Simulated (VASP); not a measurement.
Wanted: the native input for a VASP 6.6.1 run.

- Task: single point
- Functional: PBEsol
- Potentials or basis: VASP PAW PBE potentials, release 64 (Mn_pv, O)
- Cutoff: 520 eV
- k mesh: 9 × 7 × 5
- Occupations: fermi-dirac, width 0.05 eV
- Spin: collinear spin, ferromagnetic start
- Starting moments: [4.0, 4.0, 0.0, 0.0, 0.0, 0.0] μB
- Dipole correction: no
- k mesh for the DOS: 14 × 11 × 8
- Occupations for the DOS: tetrahedron
- Further INCAR settings: ALGO = Normal; EDIFF = 1e-06; NBANDS = 38

The system is MnO2.

```
Mn O
1.0
     2.90416    0.00000    0.00000
     0.00000    3.84481    0.00000
     0.00000    0.00000    6.16426
Mn O
2 4
Cartesian
  1.4521 1.9224 2.1162
  0.0000 0.0000 4.0481
  1.4521 0.0000 5.1630
  0.0000 1.9224 1.0013
  1.4521 0.0000 2.6001
  0.0000 1.9224 3.5642
```

The input as run:

POSCAR

```
MnO2
1.0
    2.9041580000      0.0000000000      0.0000000000
    0.0000000000      3.8448100000      0.0000000000
    0.0000000000      0.0000000000      6.1642640000
Mn O
2 4
Direct
    0.5000000000      0.5000000000      0.3433015000
    0.0000000000      0.0000000000      0.6566985000
    0.5000000000      0.0000000000      0.8375675000
    0.0000000000      0.5000000000      0.1624325000
    0.5000000000      0.0000000000      0.4217995000
    0.0000000000      0.5000000000      0.5782005000
```

INCAR.step1

```
PREC     = Accurate       # precision mode
ENCUT    = 520            # plane-wave cutoff, eV
EDIFF    = 1E-6           # SCF threshold, eV
ISMEAR   = -1             # smearing method
SIGMA    = 0.05           # smearing width, eV
LREAL    = False          # projectors in reciprocal space
LASPH    = True           # aspherical terms in the spheres
NELM     = 150            # most SCF steps
ALGO     = Normal         # electronic algorithm
ISIF     = 2              # what is computed and relaxed
LWAVE    = False          # write WAVECAR
LCHARG   = True           # write CHGCAR
ISPIN    = 2              # spin polarisation
MAGMOM   = 4 4 0 0 0 0    # initial moments
LMAXMIX  = 4              # l up to which the mixer works
GGA      = PS             # functional
NBANDS   = 38             # bands
```

KPOINTS.step1

```
Automatic mesh
0
Gamma
  9 7 5
```

INCAR.step2

```
PREC     = Accurate       # precision mode
ENCUT    = 520            # plane-wave cutoff, eV
EDIFF    = 1E-6           # SCF threshold, eV
ISMEAR   = -5             # smearing method
SIGMA    = 0.05           # smearing width, eV
LREAL    = False          # projectors in reciprocal space
LASPH    = True           # aspherical terms in the spheres
NELM     = 150            # most SCF steps
ALGO     = Normal         # electronic algorithm
ISIF     = 2              # what is computed and relaxed
LWAVE    = False          # write WAVECAR
LCHARG   = False          # write CHGCAR
ISPIN    = 2              # spin polarisation
MAGMOM   = 4 4 0 0 0 0    # initial moments
LORBIT   = 11             # projections on sites
LMAXMIX  = 4              # l up to which the mixer works
GGA      = PS             # functional
NBANDS   = 38             # bands
NEDOS    = 1001           # points of the DOS
ICHARG   = 11             # starting density
```

KPOINTS.step2

```
Automatic mesh
0
Gamma
  14 11 8
```

Potentials or basis: VASP PAW PBE potentials, release 64 (Mn_pv, O).

Launch:

```console
$ cat potpaw_PBE.64/Mn_pv/POTCAR potpaw_PBE.64/O/POTCAR > POTCAR
$ cp INCAR.step1 INCAR
$ cp KPOINTS.step1 KPOINTS
$ mpirun -np 1 vasp_std > vasp.out
$ cp INCAR.step2 INCAR
$ cp KPOINTS.step2 KPOINTS
$ mpirun -np 1 vasp_std > vasp.out
```

It gave:

```json
{
 "Net moment": "6.00 μB per cell",
 "Site moments": "Mn +2.79; O +0.11, -0.01 (each value once) μB",
 "Valence electrons inside the program's atomic spheres": "Mn 11.63; O 4.91, 4.97 (each value once)"
}
```

Caveat: only a ferromagnetic start was run, and an antiferromagnetic order may lie lower in energy.

It took 11 min on 1 thread of Oxide Virtual Turin-like Processor, with other jobs on the host, peak memory 0.79 GiB.
